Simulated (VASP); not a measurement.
# Te2Mo: single point with RPBE+D3(BJ)

Crystal: Te2Mo.

```xyz
9
Lattice="3.1367 0.0000 0.0000 -1.5683 2.7165 0.0000 0.0000 0.0000 19.8211" Properties=species:S:1:pos:R:3 pbc="T T T"
Te    0.0000    0.0000    1.8961
Te    0.0000    1.8110    8.2030
Te    0.0000    1.8110   15.4083
Te    0.0000    1.8110    4.4128
Te    0.0000    1.8110   11.6180
Te    0.0000    0.0000   17.9250
Mo    0.0000    1.8110    0.0000
Mo    0.0000    0.0000    6.3080
Mo    0.0000    0.0000   13.5131
```

- Program: VASP 6.6.1
- Task: single point
- Functional: RPBE
- Dispersion: D3(BJ)
- Potentials or basis: VASP PAW PBE potentials, release 64 (Te, Mo_sv)
- Cutoff: 520 eV
- k mesh: 7 × 7 × 1
- Occupations: fermi-dirac, width 0.05 eV
- Spin: no spin polarisation

```
Pressure                   : -0.1 GPa
Largest force              : 0.011 eV/Å
Band gap on the k mesh     : zero (band 39 reaches 13.32 eV, above the bottom of band 40 at 13.09 eV)
Dispersion energy per atom : -3.872 eV
```

Forces on the atoms (eV/Å):
```
Te   0.000  0.000  0.011
Te   0.000  0.000  0.002
Te   0.000  0.000  0.011
Te   0.000  0.000 -0.011
Te   0.000  0.000 -0.002
Te   0.000  0.000 -0.011
Mo   0.000  0.000  0.000
Mo   0.000  0.000 -0.003
Mo   0.000  0.000  0.003
```

Levels at points of the mesh, in eV from the Fermi level:
| k point | band 37 | band 38 | band 39 | band 40 | band 41 | band 42 |
| --- | --- | --- | --- | --- | --- | --- |
| (0.00, 0.00, 0.00) | -0.83 | -0.29 | -0.05 | 3.44 | 3.44 | 3.46 |

Run time: 72 s on 1 thread of AMD EPYC 9R45 (Zen 5), with other jobs on the host, peak memory 0.27 GiB.

Caveat: the PAW data sets were made with another functional, which shifts forces and pressure a little; spin-orbit coupling is left out, which moves the levels of the heavy elements; pairwise dispersion overbinds metals, which lowers pressure and volume.
